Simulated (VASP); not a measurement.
# W (I4/mmm) in VASP: single point with PBEsol+D3(BJ)

Aim: the single point of W with PBEsol+D3(BJ).

Everything below comes from runs of VASP 6.6.1. Logs are shortened: lines on timing, memory, paths and dates and some standing lists are left out, and cuts for length are marked.

## (1) The cell of the first run

It takes space group I4/mmm (No. 139, tetragonal). The conventional cell has a = 3.320 Å, b = 3.320 Å, c = 8.192 Å, α = 90.00°, β = 90.00°, γ = 90.00°. Within 4.4 Å of W (site symmetry 4/mmm) lie 4 W at 3.32 Å.

## (2) Single point, PBEsol+D3(BJ)

File INCAR:

```
PREC     = Accurate       # precision mode
ENCUT    = 520            # plane-wave cutoff, eV
EDIFF    = 1E-7           # SCF threshold, eV
ISMEAR   = 1              # smearing method
SIGMA    = 0.1            # smearing width, eV
LREAL    = F              # projectors in reciprocal space
LASPH    = T              # aspherical terms in the spheres
NELM     = 100            # most SCF steps
ALGO     = Normal         # electronic algorithm
ISIF     = 2              # what is computed and relaxed
LWAVE    = F              # write WAVECAR
LCHARG   = F              # write CHGCAR
GGA      = PS             # functional
IVDW     = 12             # dispersion correction
NBANDS   = 13             # bands
```

File KPOINTS:

```
Automatic mesh
0
Gamma
  12 12 12
```

File POSCAR:

```
W
1.0
   -1.6600000000      1.6600000000      4.0960000000
    1.6600000000     -1.6600000000      4.0960000000
    1.6600000000      1.6600000000     -4.0960000000
W
1
Direct
    0.0000000000      0.0000000000      0.0000000000
```

Potentials or basis: VASP PAW PBE potentials, release 64 (W_sv).

Launch:

```sh
> cat potpaw_PBE.64/W_sv/POTCAR > POTCAR
> mpirun -np 1 vasp_std > vasp.out
```

OUTCAR:

```text
PREC = Accurate
   ENCUT = 520
   EDIFF = 1E-7
   ISMEAR = 1
   LREAL = F
   LASPH = T
   NELM = 100
   ISIF = 2
   GGA = PS
   IVDW = 12
 IVDW          = 12

 ion  position               nearest neighbor table
   1  0.000  0.000  0.000-

  LATTYP: Found a body centered tetragonal cell.
 ALAT       =     3.3200000000
 C/A-ratio  =     2.4674698795

  Lattice vectors:

 A1 = (  -1.6600000000,   1.6600000000,   4.0960000000)
 A2 = (   1.6600000000,  -1.6600000000,   4.0960000000)
 A3 = (   1.6600000000,   1.6600000000,  -4.0960000000)

Analysis of symmetry for initial positions (statically):
=====================================================================
 Subroutine PRICEL returns:
 Original cell was already a primitive cell.

 Routine SETGRP: Setting up the symmetry group for a
 body centered tetragonal supercell.

 Subroutine GETGRP returns: Found 16 space group operations
 (whereof 16 operations were pure point group operations)
 out of a pool of 16 trial point group operations.

The static configuration has the point symmetry D_4h.

Analysis of symmetry for dynamics (positions and initial velocities):
=====================================================================
 Subroutine PRICEL returns:
 Original cell was already a primitive cell.

 Routine SETGRP: Setting up the symmetry group for a
 body centered tetragonal supercell.

 Subroutine GETGRP returns: Found 16 space group operations
 (whereof 16 operations were pure point group operations)
 out of a pool of 16 trial point group operations.

The dynamic configuration has the point symmetry D_4h.

 Subroutine INISYM returns: Found 16 space group operations
 (whereof 16 operations are pure point group operations),
 and found     1 'primitive' translations

----------------------------------------------------------------------------------------

                                     Primitive cell

  volume of cell :      45.1478

  direct lattice vectors                    reciprocal lattice vectors
    -1.660000000  1.660000000  4.096000000     0.000000000  0.301204819  0.122070312
     1.660000000 -1.660000000  4.096000000     0.301204819  0.000000000  0.122070312
     1.660000000  1.660000000 -4.096000000     0.301204819  0.301204819  0.000000000

  length of vectors
     4.721060898  4.721060898  4.721060898     0.325000776  0.325000776  0.425967940

  position of ions in fractional coordinates (direct lattice)
     0.000000000  0.000000000  0.000000000

  ion indices of the primitive-cell ions
   primitive index   ion index
                 1           1

----------------------------------------------------------------------------------------

 KPOINTS: Automatic mesh

Automatic generation of k-mesh.
 Grid dimensions read from file:
 generate k-points for:   12   12   12

 Generating k-lattice:

  Cartesian coordinates                     Fractional coordinates (reciprocal lattice)
     0.000000000  0.025100402  0.010172526     0.083333333  0.000000000  0.000000000
     0.025100402  0.000000000  0.010172526     0.000000000  0.083333333  0.000000000
     0.025100402  0.025100402  0.000000000     0.000000000  0.000000000  0.083333333

  Length of vectors
     0.027083398  0.027083398  0.035497328

  Shift w.r.t. Gamma in fractional coordinates (k-lattice)
     0.000000000  0.000000000  0.000000000

 Subroutine IBZKPT returns following result:
 ===========================================

 Found    163 irreducible k-points:

 Following reciprocal coordinates:
            Coordinates               Weight
  0.000000  0.000000  0.000000      1.000000
  0.083333 -0.000000  0.000000      8.000000
  0.166667  0.000000  0.000000      8.000000
  0.250000 -0.000000  0.000000      8.000000
  0.333333 -0.000000  0.000000      8.000000
  0.416667 -0.000000  0.000000      8.000000
[... 16 lines left out ...]
  0.500000  0.166667  0.000000     16.000000
 -0.416667  0.166667 -0.000000     16.000000
 [... further k-points ...]
   k-points           NKPTS =    163   k-points in BZ     NKDIM =    163   number of bands    NBANDS=     13
   number of dos      NEDOS =    301   number of ions     NIONS =      1
   total plane-waves  NPLWV =  46656
   dimension x,y,z NGX =    36 NGY =   36 NGZ =   36
   dimension x,y,z NGXF=    72 NGYF=   72 NGZF=   72
   ions per type =               1
   NGX,Y,Z   is equivalent  to a cutoff of  12.68, 12.68, 12.68 a.u.
   NGXF,Y,Z  is equivalent  to a cutoff of  25.35, 25.35, 25.35 a.u.
 SYSTEM =  unknown system
   PREC   = accura    normal or accurate (medium, high low for compatibility)
   ISTART =      0    job   : 0-new  1-cont  2-samecut
   ICHARG =      2    charge: 1-file 2-atom 10-const
   ISPIN  =      1    spin polarized calculation?
   LNONCOLLINEAR =      F non collinear calculations
   LSORBIT =      F    spin-orbit coupling
   LASPH  =      T    aspherical Exc in radial PAW
   ENCUT  =  520.0 eV  38.22 Ry    6.18 a.u.   8.78  8.78  8.78*2*pi/ulx,y,z
   NELM   =    100;   NELMIN=  2; NELMDL= -5     # of ELM steps
   EDIFF  = 0.1E-06   stopping-criterion for ELM
   LREAL  =      F    real-space projection
   EDIFFG = 0.1E-05   stopping-criterion for IOM
   NSW    =      0    number of steps for IOM
   IBRION =     -1    ionic relax: 0-MD 1-quasi-New 2-CG
   NFREE  =      0    steps in history (QN), initial steepest desc. (CG)
   ISIF   =      2    stress and relaxation
   ISYM   =      2    0-nonsym 1-usesym 2-fastsym
   POTIM  = 0.5000    time-step for ionic-motion
   TEBEG  =    0.0;   TEEND  =   0.0 temperature during run
   PSTRESS=    0.0 pullay stress
   NELECT =      14.0000    total number of electrons
   NUPDOWN=      -1.0000    fix difference up-down
   EMIN   =  10.00;   EMAX   =-10.00  energy-range for DOS
   EFERMI =   0.00;   METHOD = LEGACY
   ISMEAR =     1;   SIGMA  =   0.10  broadening in eV -4-tet -1-fermi 0-gaus
   EFERMI_NEDOS =   21; number of points for ismear=-14 and -15
   IALGO  =     38    algorithm
   IMIX   =      4    mixing-type and parameters
     AMIX     =   0.40;   BMIX     =  1.00
     AMIX_MAG =   1.60;   BMIX_MAG =  1.00
  volume/ion in A,a.u.               =      45.15       304.67
  Fermi-wavevector in a.u.,A,eV,Ry     =   1.108083  2.093972 16.705873  1.227847
  Thomas-Fermi vector in A             =   2.244605
   LORBIT       =      0    0 simple, 1 ext, 2 COOP (PROOUT), +10 PAW based schemes
   GGA     = PS    functional components
   LHFCALC =     F    Hartree Fock is set to
   AEXX    =    0.0000 exact exchange contribution
   IVDW    =    12    specifies the selected vdW correction
   LEPSILON=     F    determine dielectric tensor
   LRPA    =     F    only Hartree local field effects (RPA)
 non-spin polarized calculation
 Methfessel and Paxton  Order N= 1 SIGMA  =   0.10
  energy-cutoff  :      520.00
  volume of cell :       45.15
 maximum number of plane-waves:      1234
   NGX = 17   NGY = 17   NGZ = 17

 number of electron      13.9999999 magnetization

 Free energy of the ion-electron system (eV)
  ---------------------------------------------------
  ext. energy  EPLUGINS =         0.00000000
  ---------------------------------------------------
  free energy    TOTEN  =        -6.99150457 eV

  energy without entropy =       -6.99245037  energy(sigma->0) =       -6.99181984

 E-fermi :   1.1101     XC(G=0):  -8.5484

 val. band max:        1.1003168320   @ k =  -0.4167   0.4167   0.0833
 cond. band min:       1.1165129704   @ k =  -0.3333   0.1667   0.0833
 fundamental gap:      0.0161961384
 Fermi energy:         1.1101452248

 k-point     1 :       0.0000    0.0000    0.0000
  band No.  band energies     occupation
      1     -73.6701      2.00000
      2     -37.8958      2.00000
      3     -37.5545      2.00000
      4     -37.5545      2.00000
      5      -3.4315      2.00000
      6      -0.3355      2.00000
      7       0.1365      2.00000
      8       1.9247     -0.00000
      9       1.9247     -0.00000
     10       2.8444     -0.00000
     11       6.7142      0.00000
     12      10.9426      0.00000
     13      13.2731      0.00000

 k-point     2 :       0.0833   -0.0000    0.0000
  band No.  band energies     occupation
      1     -73.6699      2.00000
      2     -37.8953      2.00000
      3     -37.5620      2.00000
      4     -37.5539      2.00000
      5      -3.2969      2.00000
      6      -0.2678      2.00000
      7       0.1912      2.00000
      8       1.7740     -0.00000
      9       1.9426     -0.00000
     10       2.7541     -0.00000
     11       6.7694      0.00000
     12      11.0701      0.00000
     13      12.3666      0.00000

 k-point     3 :       0.1667    0.0000    0.0000
  band No.  band energies     occupation
      1     -73.6692      2.00000
      2     -37.8938      2.00000
      3     -37.5827      2.00000
      4     -37.5523      2.00000
      5      -2.9107      2.00000
      6      -0.0947      2.00000
      7       0.3676      2.00000
      8       1.4237     -0.00009
      9       1.9916     -0.00000
     10       2.5208     -0.00000
     11       6.8068      0.00000
     12      10.4840      0.00000
     13      11.6462      0.00000
[... 305 lines left out ...]
 k-point    23 :       0.5000    0.1667    0.0000
  band No.  band energies     occupation
      1     -73.6655      2.00000
      2     -37.8852      2.00000
      3     -37.6639      2.00000
      4     -37.5736      2.00000
      5      -0.3801      2.00000
      6       0.2713      2.00000
      7       0.6493      2.00000
      8       1.3299     -0.00802
      9       1.6792     -0.00000
     10       3.2908      0.00000
     11       4.5799      0.00000
     12       6.8851      0.00000
     13      10.9959      0.00000

 k-point    24 :      -0.4167    0.1667   -0.0000
  band No.  band energies     occupation
      1     -73.6657      2.00000
      2     -37.8856      2.00000
      3     -37.6564      2.00000
      4     -37.5742      2.00000
      5      -0.6859      2.00000
      6       0.3460      2.00000
      7       0.7014      2.00000
      8       1.2068     -0.04251
      9       1.6903     -0.00000
     10       2.5805     -0.00000
     11       5.7640      0.00000
     12       7.4723      0.00000
     13      10.8264      0.00000

 [... further k-points ...]

------------------------ aborting loop because EDIFF is reached ----------------------------------------

 Edisp (eV)   -0.34886

 E8    (eV) :    -0.2554

  FORCE on cell =-STRESS in cart. coord.  units (eV):
  Direction    XX          YY          ZZ          XY          YZ          ZX
  --------------------------------------------------------------------------------------
  -------------------------------------------------------------------------------------
  Total      -9.25701    -9.25701    -4.26250     0.00000     0.00000     0.00000
  in kB    -328.50736  -328.50736  -151.26520     0.00000     0.00000     0.00000
  external pressure =     -269.43 kB  Pullay stress =        0.00 kB

 VOLUME and BASIS-vectors are now :
 -----------------------------------------------------------------------------
  energy-cutoff  :      520.00
  volume of cell :       45.15
      direct lattice vectors                 reciprocal lattice vectors
    -1.660000000  1.660000000  4.096000000     0.000000000  0.301204819  0.122070312
     1.660000000 -1.660000000  4.096000000     0.301204819  0.000000000  0.122070312
     1.660000000  1.660000000 -4.096000000     0.301204819  0.301204819  0.000000000

 POSITION                                       TOTAL-FORCE (eV/Angst)
 -----------------------------------------------------------------------------------
      0.00000      0.00000      0.00000        -0.000000     -0.000000      0.000000
 -----------------------------------------------------------------------------------
    total drift:                               -0.000000      0.000000      0.000000

  FREE ENERGIE OF THE ION-ELECTRON SYSTEM (eV)
  ---------------------------------------------------
  free  energy   TOTEN  =        -7.3403685163 eV

  energy  without entropy=       -7.3413143225  energy(sigma->0) =       -7.34068379
```

Wall time 2.3 min (1 thread of Intel Xeon 8259CL, shared host); peak memory 0.27 GiB.

Results:

- Free energy: -7.3404 eV
- Pressure: -26.9 GPa
- Band gap on the k mesh: zero (bands 7 and 8 overlap by 0.38 eV)
- Dispersion energy per atom: -0.349 eV

Stress tensor (GPa, compression positive):
```
-32.85   0.00   0.00
  0.00 -32.85   0.00
  0.00   0.00 -15.13
```

Caveat: three body term missing; the cell stands under tension; the PAW data sets were made with another functional, which shifts forces and pressure a little; spin-orbit coupling is left out, which moves the levels of the heavy elements.
